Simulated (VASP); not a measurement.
# MgTe (P6_3mc) in VASP: a series of runs

Aim: see how the results for MgTe move with the level of theory and the settings. Levels: HSE06, r2SCAN. Tasks: single point, relaxation of the atoms.

Program: VASP 6.6.1. These are calculated values, not measurements. Logs are shortened: lines on timing, memory, paths and dates and some standing lists are left out, and cuts for length are marked.

### 1 The cell of the first run

Symmetry: P6_3mc, No. 186, hexagonal system. The conventional cell has a = 4.579 Å, b = 4.579 Å, c = 7.455 Å, α = 90.00°, β = 90.00°, γ = 120.00°. Within 3.7 Å of Mg (site symmetry 3m) lie 4 Te at 2.80 to 2.81 Å. Te (site symmetry 3m) has 4 Mg at 2.80 to 2.81 Å within 3.7 Å.

### 2 Single point, HSE06

POSCAR

```
MgTe
1.0
    4.5789285700      0.0000000000      0.0000000000
   -2.2894642900      3.9654684700      0.0000000000
    0.0000000000      0.0000000000      7.4548486100
Mg Te
2 2
Direct
    0.3333333300      0.6666666700      0.0043523900
    0.6666666700      0.3333333300      0.5043523900
    0.3333333300      0.6666666700      0.3806476100
    0.6666666700      0.3333333300      0.8806476100
```

INCAR.step1

```
SYSTEM = MgTe
PREC = Accurate
ENCUT = 520
EDIFF = 1E-5
ISMEAR = -1
SIGMA = 0.02
LREAL = .False.
LASPH = .True.
NELM = 120
ALGO = Normal
ISIF = 2
LWAVE = .True.
GGA = PE
NBANDS = 16
GGA_COMPAT = .False.
KPAR = 4
```

INCAR.step2

```
SYSTEM = MgTe
PREC = Accurate
ENCUT = 520
EDIFF = 1E-6
ISMEAR = -1
SIGMA = 0.02
LREAL = .False.
LASPH = .True.
NELM = 120
ALGO = Normal
ISIF = 2
LWAVE = .False.
LCHARG = .True.
GGA = PE
LHFCALC = .True.
HFSCREEN = 0.2079
PRECFOCK = Normal
LVHAR = .True.
ISTART = 1
NBANDS = 16
GGA_COMPAT = .False.
KPAR = 4
```

KPOINTS

```
regular mesh
0
Gamma
  6 6 4
  0 0 0
```

Potentials or basis: VASP PAW PBE potentials, release 64 (Mg, Te).

Launch:

```
$ cat potpaw_PBE.64/Mg/POTCAR potpaw_PBE.64/Te/POTCAR > POTCAR
$ cp INCAR.step1 INCAR
$ mpirun -np 4 vasp_std > vasp.out
$ cp INCAR.step2 INCAR
$ mpirun -np 4 vasp_std > vasp.out
```

OUTCAR:

```text
SYSTEM = MgTe
   PREC = Accurate
   ENCUT = 520
   EDIFF = 1E-6
   ISMEAR = -1
   LREAL = .False.
   LASPH = .True.
   NELM = 120
   ISIF = 2
   GGA = PE
   LHFCALC = .True.
   HFSCREEN = 0.2079
   PRECFOCK = Normal
   ISTART = 1

 ion  position               nearest neighbor table
   1  0.333  0.667  0.004-   4 2.80   4 2.80   4 2.80   3 2.81
   2  0.667  0.333  0.504-   3 2.80   3 2.80   3 2.80   4 2.81
   3  0.333  0.667  0.381-   2 2.80   2 2.80   2 2.80   1 2.81
   4  0.667  0.333  0.881-   1 2.80   1 2.80   1 2.80   2 2.81

  LATTYP: Found a hexagonal cell.
 ALAT       =     4.5789285700
 C/A-ratio  =     1.6280770700

  Lattice vectors:

 A1 = (   4.5789285700,   0.0000000000,   0.0000000000)
 A2 = (  -2.2894642900,   3.9654684700,   0.0000000000)
 A3 = (   0.0000000000,   0.0000000000,   7.4548486100)

Analysis of symmetry for initial positions (statically):
=====================================================================
 Subroutine PRICEL returns:
 Original cell was already a primitive cell.

 Routine SETGRP: Setting up the symmetry group for a
 hexagonal supercell.

 Subroutine GETGRP returns: Found 12 space group operations
 (whereof  6 operations were pure point group operations)
 out of a pool of 24 trial point group operations.

The static configuration has the point symmetry C_3v.
 The point group associated with its full space group is C_6v.

Analysis of symmetry for dynamics (positions and initial velocities):
=====================================================================
 Subroutine PRICEL returns:
 Original cell was already a primitive cell.

 Routine SETGRP: Setting up the symmetry group for a
 hexagonal supercell.

 Subroutine GETGRP returns: Found 12 space group operations
 (whereof  6 operations were pure point group operations)
 out of a pool of 24 trial point group operations.

The dynamic configuration has the point symmetry C_3v.
 The point group associated with its full space group is C_6v.

 Subroutine INISYM returns: Found 12 space group operations
 (whereof  6 operations are pure point group operations),
 and found     1 'primitive' translations

----------------------------------------------------------------------------------------

                                     Primitive cell

  volume of cell :     135.3621

  direct lattice vectors                    reciprocal lattice vectors
     4.578928570  0.000000000  0.000000000     0.218391701  0.126088508  0.000000000
    -2.289464290  3.965468470  0.000000000     0.000000000  0.252177015  0.000000000
     0.000000000  0.000000000  7.454848610     0.000000000  0.000000000  0.134140886

  length of vectors
     4.578928570  4.578928578  7.454848610     0.252177015  0.252177015  0.134140886

  position of ions in fractional coordinates (direct lattice)
     0.333333330  0.666666670  0.004352390
     0.666666670  0.333333330  0.504352390
     0.333333330  0.666666670  0.380647610
     0.666666670  0.333333330  0.880647610

  ion indices of the primitive-cell ions
   primitive index   ion index
                 1           1
                 2           2
                 3           3
                 4           4

----------------------------------------------------------------------------------------

 KPOINTS: regular mesh

Automatic generation of k-mesh.
 Grid dimensions read from file:
 generate k-points for:    6    6    4

 Generating k-lattice:

  Cartesian coordinates                     Fractional coordinates (reciprocal lattice)
     0.036398617  0.021014751  0.000000000     0.166666667  0.000000000  0.000000000
     0.000000000  0.042029502  0.000000000     0.000000000  0.166666667  0.000000000
     0.000000000  0.000000000  0.033535222     0.000000000  0.000000000  0.250000000

  Length of vectors
     0.042029502  0.042029502  0.033535222

  Shift w.r.t. Gamma in fractional coordinates (k-lattice)
     0.000000000  0.000000000  0.000000000

 Subroutine IBZKPT returns following result:
 ===========================================

 Found     21 irreducible k-points:

 Following reciprocal coordinates:
            Coordinates               Weight
  0.000000  0.000000  0.000000      1.000000
  0.166667  0.000000  0.000000      6.000000
  0.333333  0.000000  0.000000      6.000000
  0.500000 -0.000000  0.000000      3.000000
  0.166667  0.166667  0.000000      6.000000
  0.333333  0.166667  0.000000     12.000000
[... 13 lines left out ...]
  0.333333  0.166667  0.500000     12.000000
  0.333333  0.333333  0.500000      2.000000
   k-points           NKPTS =     21   k-points in BZ     NKDIM =    144   number of bands    NBANDS=     16
   number of dos      NEDOS =    301   number of ions     NIONS =      4
   total plane-waves  NPLWV =  72576
   dimension x,y,z NGX =    36 NGY =   36 NGZ =   56
   dimension x,y,z NGXF=    72 NGYF=   72 NGZF=  112
   ions per type =               2   2
   NGX,Y,Z   is equivalent  to a cutoff of  13.07, 13.07, 12.49 a.u.
   NGXF,Y,Z  is equivalent  to a cutoff of  26.14, 26.14, 24.98 a.u.
 SYSTEM =  MgTe
   PREC   = accura    normal or accurate (medium, high low for compatibility)
   ISTART =      1    job   : 0-new  1-cont  2-samecut
   ICHARG =      0    charge: 1-file 2-atom 10-const
   ISPIN  =      1    spin polarized calculation?
   LNONCOLLINEAR =      F non collinear calculations
   LSORBIT =      F    spin-orbit coupling
   LASPH  =      T    aspherical Exc in radial PAW
   ENCUT  =  520.0 eV  38.22 Ry    6.18 a.u.   8.51  8.51 13.86*2*pi/ulx,y,z
   NELM   =    120;   NELMIN=  2; NELMDL=  0     # of ELM steps
   EDIFF  = 0.1E-05   stopping-criterion for ELM
   LREAL  =      F    real-space projection
   EDIFFG = 0.1E-04   stopping-criterion for IOM
   NSW    =      0    number of steps for IOM
   IBRION =     -1    ionic relax: 0-MD 1-quasi-New 2-CG
   NFREE  =      0    steps in history (QN), initial steepest desc. (CG)
   ISIF   =      2    stress and relaxation
   ISYM   =      3    0-nonsym 1-usesym 2-fastsym
   POTIM  = 0.5000    time-step for ionic-motion
   TEBEG  =    0.0;   TEEND  =   0.0 temperature during run
   PSTRESS=    0.0 pullay stress
   NELECT =      16.0000    total number of electrons
   NUPDOWN=      -1.0000    fix difference up-down
   EMIN   =  10.00;   EMAX   =-10.00  energy-range for DOS
   EFERMI =   0.00;   METHOD = LEGACY
   ISMEAR =    -1;   SIGMA  =   0.02  broadening in eV -4-tet -1-fermi 0-gaus
   EFERMI_NEDOS =   21; number of points for ismear=-14 and -15
   IALGO  =     38    algorithm
   IMIX   =      1    mixing-type and parameters
     AMIX     =   0.40;   BMIX     =  1.00
     AMIX_MAG =   1.60;   BMIX_MAG =  1.00
  volume/ion in A,a.u.               =      33.84       228.37
  Fermi-wavevector in a.u.,A,eV,Ry     =   0.803432  1.518266  8.782600  0.645503
  Thomas-Fermi vector in A             =   1.911298
   LORBIT       =      0    0 simple, 1 ext, 2 COOP (PROOUT), +10 PAW based schemes
   GGA     = PE    functional components
   LHFCALC =     T    Hartree Fock is set to
   PRECFOCK=normal    Normal, Fast or Accurate (Low or Medium for compatibility)
   ENCUT4O =  -1.0   cutoff for four orbital integrals eV
   NKREDX  =     1    reduce k-point grid by
   NKREDY  =     1    reduce k-point grid by
   NKREDZ  =     1    reduce k-point grid by
   AEXX    =    0.2500 exact exchange contribution
   HFSCREEN=    0.2079 screening length (either q_TF or 0.3 A-1)
   HFSCREENC=   0.2079 screening length for correlation (either q_TF or 0.3 A-1)
   ENCUTFOCK=  -1.0 apply spherical cutoff to Coloumb kernel
   IVDW    =     0    specifies the selected vdW correction
   LEPSILON=     F    determine dielectric tensor
   LRPA    =     F    only Hartree local field effects (RPA)
 non-spin polarized calculation
  energy-cutoff  :      520.00
  volume of cell :      135.36
 maximum number of plane-waves:      3670
 NGX is ok and might be reduce to    36
  NGX = 28; NGY = 28; NGZ = 42

 number of electron      16.0000000 magnetization

 Free energy of the ion-electron system (eV)
  ---------------------------------------------------
  ext. energy  EPLUGINS =         0.00000000
  ---------------------------------------------------
  free energy    TOTEN  =       -15.12136508 eV

  energy without entropy =      -15.12136508  energy(sigma->0) =      -15.12136508

 E-fermi :   1.7199     XC(G=0):  -6.5868

 val. band max:        1.3203752481   @ k =   0.0000   0.0000   0.0000
 cond. band min:       4.5209876358   @ k =   0.0000   0.0000   0.0000
 fundamental gap:      3.2006123876
 Fermi energy:         1.7198893371

 k-point     1 :       0.0000    0.0000    0.0000
  band No.  band energies     occupation
      1      -9.8100      2.00000
      2      -9.1317      2.00000
      3      -2.1867      2.00000
      4       0.7916      2.00000
      5       0.7916      2.00000
      6       1.3172      2.00000
[... 8 lines left out ...]
     15       8.5215      0.00000
     16       9.5142      0.00000

 k-point     2 :       0.1667    0.0000    0.0000
  band No.  band energies     occupation
      1      -9.6800      2.00000
      2      -9.0609      2.00000
      3      -1.9985      2.00000
      4      -0.0943      2.00000
      5       0.3533      2.00000
      6       0.5470      2.00000
[... 8 lines left out ...]
     15       8.5525      0.00000
     16       9.0845      0.00000

 k-point     3 :       0.3333    0.0000    0.0000
  band No.  band energies     occupation
      1      -9.3680      2.00000
      2      -8.9364      2.00000
      3      -1.7085      2.00000
      4      -1.1327      2.00000
      5      -0.8727      2.00000
      6       0.1617      2.00000
[... 8 lines left out ...]
     15       9.2475      0.00000
     16      10.2306      0.00000

 k-point     4 :       0.5000   -0.0000    0.0000
  band No.  band energies     occupation
      1      -9.1516      2.00000
      2      -8.9138      2.00000
      3      -1.9934      2.00000
      4      -1.4892      2.00000
      5      -0.7828      2.00000
      6      -0.0006      2.00000
[... 8 lines left out ...]
     15       9.3904      0.00000
     16      10.7169      0.00000

 k-point     5 :       0.1667    0.1667    0.0000
  band No.  band energies     occupation
      1      -9.4563      2.00000
      2      -8.9626      2.00000
      3      -1.7015      2.00000
      4      -0.7547      2.00000
      5      -0.7182      2.00000
      6       0.1420      2.00000
[... 8 lines left out ...]
     15       8.9153      0.00000
     16       9.5370      0.00000

 k-point     6 :       0.3333    0.1667    0.0000
  band No.  band energies     occupation
      1      -9.1608      2.00000
      2      -8.9072      2.00000
      3      -1.7436      2.00000
      4      -1.3590      2.00000
      5      -0.7817      2.00000
      6      -0.4208      2.00000
[... 8 lines left out ...]
     15       9.2575      0.00000
     16       9.9417      0.00000
[... 210 lines left out ...]
 k-point    18 :       0.5000   -0.0000    0.5000
  band No.  band energies     occupation
      1      -9.0316      2.00000
      2      -9.0316      2.00000
      3      -2.0904      2.00000
      4      -2.0904      2.00000
      5       0.3671      2.00000
      6       0.3671      2.00000
[... 8 lines left out ...]
     15      10.1762      0.00000
     16      10.1762      0.00000

 k-point    19 :       0.1667    0.1667    0.5000
  band No.  band energies     occupation
      1      -9.2232      2.00000
      2      -9.2232      2.00000
      3      -1.3759      2.00000
      4      -1.3759      2.00000
      5       0.2072      2.00000
      6       0.2072      2.00000
[... 8 lines left out ...]
     15       9.1076      0.00000
     16       9.1076      0.00000

 k-point    20 :       0.3333    0.1667    0.5000
  band No.  band energies     occupation
      1      -9.0337      2.00000
      2      -9.0337      2.00000
      3      -1.9011      2.00000
      4      -1.9011      2.00000
      5      -0.2058      2.00000
      6      -0.2058      2.00000
[... 8 lines left out ...]
     15       9.7390      0.00000
     16       9.7390      0.00000

 k-point    21 :       0.3333    0.3333    0.5000
  band No.  band energies     occupation
      1      -8.9677      2.00000
      2      -8.9677      2.00000
      3      -1.8596      2.00000
      4      -1.8596      2.00000
      5      -0.7406      2.00000
      6      -0.7406      2.00000
[... 8 lines left out ...]
     15       9.6297      0.00000
     16       9.6297      0.00000

------------------------ aborting loop because EDIFF is reached ----------------------------------------

  FORCE on cell =-STRESS in cart. coord.  units (eV):
  Direction    XX          YY          ZZ          XY          YZ          ZX
  --------------------------------------------------------------------------------------
  -------------------------------------------------------------------------------------
  Total       -0.2076475     -0.2076475     -0.2245578      0.0000000      0.0000000      0.0000000
  in kB       -2.4577635     -2.4577635     -2.6579180      0.0000000      0.0000000      0.0000000
  external PRESSURE =      -2.5244817 kB  Pullay stress =       0.0000000 kB

 VOLUME and BASIS-vectors are now :
 -----------------------------------------------------------------------------
  energy-cutoff  :      520.00
  volume of cell :      135.36
      direct lattice vectors                 reciprocal lattice vectors
     4.578928570  0.000000000  0.000000000     0.218391701  0.126088508  0.000000000
    -2.289464290  3.965468470  0.000000000     0.000000000  0.252177015  0.000000000
     0.000000000  0.000000000  7.454848610     0.000000000  0.000000000  0.134140886

 POSITION                                       TOTAL-FORCE (eV/Angst)
 -----------------------------------------------------------------------------------
     -0.00000      2.64365      0.03245         0.000000     -0.000000     -0.002261
      2.28946      1.32182      3.75987         0.000000      0.000000     -0.002261
     -0.00000      2.64365      2.83767         0.000000     -0.000000      0.002261
      2.28946      1.32182      6.56509        -0.000000      0.000000      0.002261
 -----------------------------------------------------------------------------------
    total drift:                                0.000003     -0.000000      0.000755

  FREE ENERGIE OF THE ION-ELECTRON SYSTEM (eV)
  ---------------------------------------------------
  free  energy   TOTEN  =       -15.1213650810 eV

  energy  without entropy=      -15.1213650809  energy(sigma->0) =      -15.12136508
```

It took 20 min on 4 MPI ranks of AMD EPYC 7R13 (Zen 3), shared host; peak memory 0.41 GiB.

Results:

```yaml
Free_energy: -15.1214 eV
Pressure: -0.3 GPa
Band_gap_on_the_k_mesh: 3.20 eV
```

Forces on the atoms (eV/Å):
```
Mg   0.000  0.000 -0.002
Mg   0.000  0.000 -0.002
Te   0.000  0.000  0.002
Te   0.000  0.000  0.002
```

Caveat: the PAW data sets were made with another functional, which shifts forces and pressure a little; spin-orbit coupling is left out, which moves the levels of the heavy elements.

(Continued in part 2 of 2.)
